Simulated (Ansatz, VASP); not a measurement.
**One calculation of InSe2, two programs**

INCAR

```
PREC = Accurate
ENCUT = 520
EDIFF = 1E-6
ISMEAR = 0
SIGMA = 0.5
LREAL = F
LASPH = T
NELM = 80
ALGO = Normal
ISIF = 2
LWAVE = F
LCHARG = F
GGA = PS
NBANDS = 34
```

File KPOINTS:

```
Automatic mesh
0
Gamma
  10 10 4
```

Contents of POSCAR:

```
InSe2
1.0
    3.8948930000      0.0000000000      0.0000000000
    0.0000000000      3.8948930000      0.0000000000
    0.0000000000      0.0000000000      9.6262310000
In Se
2 4
Direct
    0.0000000000      0.5000000000      0.7064680000
    0.5000000000      0.0000000000      0.2935320000
    0.0000000000      0.5000000000      0.3662120000
    0.5000000000      0.0000000000      0.6337880000
    0.0000000000      0.0000000000      0.0000000000
    0.5000000000      0.5000000000      0.0000000000
```

Input for Ansatz:

```yaml
crystal:
  lattice:
    - [3.894893, 0.0, 0.0]
    - [0.0, 3.894893, 0.0]
    - [0.0, 0.0, 9.626231]
  atoms:
    - { symbol: In, position: [0.0, 0.5, 0.706468] }
    - { symbol: In, position: [0.5, 0.0, 0.293532] }
    - { symbol: Se, position: [0.0, 0.5, 0.366212] }
    - { symbol: Se, position: [0.5, 0.0, 0.633788] }
    - { symbol: Se, position: [0.0, 0.0, 0.0] }
    - { symbol: Se, position: [0.5, 0.5, 0.0] }
basis:
  ecutwfc: 420
kpoints:
  mp_grid: { grid: [10, 10, 4] }
hamiltonian:
  xc: pbesol
scf:
  occupations: { method: gaussian, width: 0.5 }
output:
  forces: true
  stress: true
  eigenvalues: true
```

Alike in both runs: task single point; functional PBEsol; k mesh 10 × 10 × 4; occupations gaussian, width 0.5 eV; no spin polarisation.

```csv
,VASP,Ansatz
version,VASP 6.6.1,Ansatz 0.2.0
potentials or method,"VASP PAW PBE potentials, release 64 (In_d, Se), cutoff 520 eV","scalar-relativistic, plane waves, PAW"
valence electrons in the cell,50,90
```

VASP gave:

```
gap on the k mesh at the Fermi level (eV)                     : none
pressure (GPa)                                                : -3.1
traceless stress, the component that is largest in VASP (GPa) : 1.04
rms of the force components (eV/Å)                            : 0.044
```

Estimate Ansatz's values.

gap on the k mesh at the Fermi level (eV): none; pressure (GPa): -3.2; traceless stress, the component that is largest in VASP (GPa): 1.08; rms of the force components (eV/Å): 0.045.

VASP's potentials were made for PBE, not for PBEsol. Atom by atom the forces differ by 0.001 eV/Å (rms over components). A gap of «none» marks a metal or a gap that the smearing closes. VASP's potentials hold 50 valence electrons a cell and Ansatz's 90, so a difference there can come from the potentials and not from the codes.
